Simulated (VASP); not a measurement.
Input of a VASP 6.6.1 run:

INCAR

```
SYSTEM = HfO2
PREC = Accurate
ENCUT = 520
EDIFF = 1E-6
ISMEAR = 0
SIGMA = 0.05
LREAL = Auto
LASPH = .TRUE.
NELM = 100
ALGO = Normal
ISIF = 2
LWAVE = .FALSE.
LCHARG = .TRUE.
LDIPOL = .TRUE.
IDIPOL = 3
DIPOL = 0.5 0.5 0.438
GGA = PE
IVDW = 12
LELF = .TRUE.
LVHAR = .TRUE.
LVACPOTAV = .TRUE.
NBANDS = 106
```

Contents of KPOINTS:

```
regular mesh
0
G
  2 3 1
  0 0 0
```

File POSCAR:

```
HfO2
1.0
    7.1747300943      0.0000000000      0.0000000000
    0.0000000000      6.3274197401      0.0000000000
    0.0000000000      0.0000000000     23.6232884601
O Hf
16 8
Direct
    0.2500000000      0.5267463571      0.3386488725
    0.7500000000      0.5267463571      0.3386488725
    0.0000000000      0.9554113505      0.3517994040
    0.5000000000      0.9554113505      0.3517994040
    0.2500000000      0.1874655930      0.4011949156
    0.7500000000      0.1874655930      0.4011949156
    0.0000000000      0.6161305863      0.4143454472
    0.5000000000      0.6161305863      0.4143454472
    0.2363424386      0.8516287553      0.4649652330
    0.7495575132      0.8400646847      0.4616244287
    0.0041641075      0.2727477067      0.4731292104
    0.5030439172      0.2818526606      0.4683698944
    0.2584066991      0.5092237002      0.5261602459
    0.7466468277      0.4913329565      0.5264155574
   -0.0625809919      0.9201714297      0.5415992156
    0.5087629449      0.9612464118      0.5344947608
    0.2500000000      0.8214384717      0.3764971598
    0.7500000000      0.8214384717      0.3764971598
    0.0000000000      0.3214384717      0.3764971598
    0.5000000000      0.3214384717      0.3764971598
    0.2669013004      0.1505738223      0.5001960947
    0.7482227144      0.1419157750      0.4968671051
    0.0028110759      0.6328465572      0.4997987219
    0.5058816003      0.6590552447      0.4999959161
```

Potentials or basis: VASP PAW PBE potentials, release 64 (O, Hf_pv).

Launch:

```bash
$ cat potpaw_PBE.64/O/POTCAR potpaw_PBE.64/Hf_pv/POTCAR > POTCAR
$ mpirun -np 1 vasp_std > vasp.out
```

Task: What does it give for the band gap on the k mesh?

Result: 3.08 eV (least direct gap 3.13 eV).

Task: What does it give for the largest force?

Result: 2.344 eV/Å.

Task: Predict the dispersion energy per atom.

Result: -0.146 eV.

Forces on the atoms (eV/Å):
```
O   -0.019 -0.495  0.040
O    0.014 -0.715  0.057
O    0.171  0.827 -0.598
O   -0.146  0.853 -0.544
O    0.082 -0.165  0.283
O    0.276 -0.225  0.236
O    0.132 -0.382  0.050
O   -0.412  0.463  0.437
O    0.298  0.382  0.062
O   -0.679 -0.143 -0.985
O    0.498 -0.117  0.168
O   -0.910 -0.268  0.102
O    0.108 -0.905  0.340
O   -0.213 -0.155 -0.119
O    1.105  0.424 -0.325
O   -0.977  0.458  0.158
Hf  -0.184 -1.320  0.358
Hf   0.008 -1.460 -0.197
Hf   0.087  1.225  0.765
Hf  -0.034  1.338  0.481
Hf   0.063 -0.322 -1.730
Hf   1.207 -1.327  0.537
Hf  -1.142  1.914  0.724
Hf   0.667  0.114 -0.299
```

Caveat: the k points lie up to 0.44 Å⁻¹ apart; spin-orbit coupling is left out, which moves the levels of the heavy elements.
